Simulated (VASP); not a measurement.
Set up this calculation in VASP 6.6.1, as the native input.

```
Task                               : single point
Functional                         : HSE06
Potentials or basis                : VASP PAW PBE potentials, release 64 (Sn_d, Te)
Cutoff                             : 520 eV
k mesh                             : 6 × 6 × 6
Occupations                        : fermi-dirac, width 0.02 eV
Spin                               : no spin polarisation
Dipole correction                  : no
Grid for exact exchange (PRECFOCK) : Normal
Further INCAR settings             : ALGO = Normal; EDIFF = 1e-06; NBANDS = 17
Share of exact exchange            : 0.25
Screening parameter                : 0.2079 1/Å
```

The system is SnTe.

```
Sn Te
1.0
     0.00000    3.18933    3.18933
     3.18933    0.00000    3.18933
     3.18933    3.18933    0.00000
Sn Te
1 1
Direct
  0.00000 0.00000 0.00000
  0.50000 0.50000 0.50000
```

These files were run (other wordings do the same):

POSCAR

```
SnTe
1.0
    0.0000000000      3.1893301349      3.1893301349
    3.1893301349      0.0000000000      3.1893301349
    3.1893301349      3.1893301349      0.0000000000
Sn Te
1 1
Direct
    0.0000000000      0.0000000000      0.0000000000
    0.5000000000      0.5000000000      0.5000000000
```

INCAR.step1

```
SYSTEM = SnTe
PREC     = Accurate       ! precision mode
ENCUT    = 520            ! plane-wave cutoff, eV
EDIFF    = 1E-5           ! SCF threshold, eV
ISMEAR   = -1             ! smearing method
SIGMA    = 0.02           ! smearing width, eV
LREAL    = .False.        ! projectors in reciprocal space
LASPH    = .True.         ! aspherical terms in the spheres
NELM     = 80             ! most SCF steps
ALGO     = Normal         ! electronic algorithm
ISIF     = 2              ! what is computed and relaxed
LWAVE    = .True.         ! write WAVECAR
LCHARG   = .False.        ! write CHGCAR
NBANDS   = 17             ! bands
GGA      = PE             ! functional
```

INCAR.step2

```
SYSTEM = SnTe
PREC     = Accurate       ! precision mode
ENCUT    = 520            ! plane-wave cutoff, eV
EDIFF    = 1E-6           ! SCF threshold, eV
ISMEAR   = -1             ! smearing method
SIGMA    = 0.02           ! smearing width, eV
LREAL    = .False.        ! projectors in reciprocal space
LASPH    = .True.         ! aspherical terms in the spheres
NELM     = 80             ! most SCF steps
ALGO     = Normal         ! electronic algorithm
ISIF     = 2              ! what is computed and relaxed
LWAVE    = .False.        ! write WAVECAR
LCHARG   = .False.        ! write CHGCAR
GGA      = PE             ! functional
LHFCALC  = .True.         ! exact exchange
HFSCREEN = 0.2079         ! screening, 1/A
PRECFOCK = Normal       
NBANDS   = 17             ! bands
ISTART   = 1
```

KPOINTS

```
regular mesh
0
Gamma
  6 6 6
  0 0 0
```

Potentials or basis: VASP PAW PBE potentials, release 64 (Sn_d, Te).

The run is started by

```console
$ cat potpaw_PBE.64/Sn_d/POTCAR potpaw_PBE.64/Te/POTCAR > POTCAR
$ cp INCAR.step1 INCAR
$ mpirun -np 1 vasp_std > vasp.out
$ cp INCAR.step2 INCAR
$ mpirun -np 1 vasp_std > vasp.out
```

Results of the run:

```yaml
Pressure: -0.5 GPa
Band_gap_on_the_k_mesh: 0.20 eV
```

Caveat: the PAW data sets were made with another functional, which shifts forces and pressure a little; spin-orbit coupling is left out, which moves the levels of the heavy elements.

Run time: 2.2 h on 1 thread of Oxide Virtual Turin-like Processor, on a shared host, peak memory 0.31 GiB.
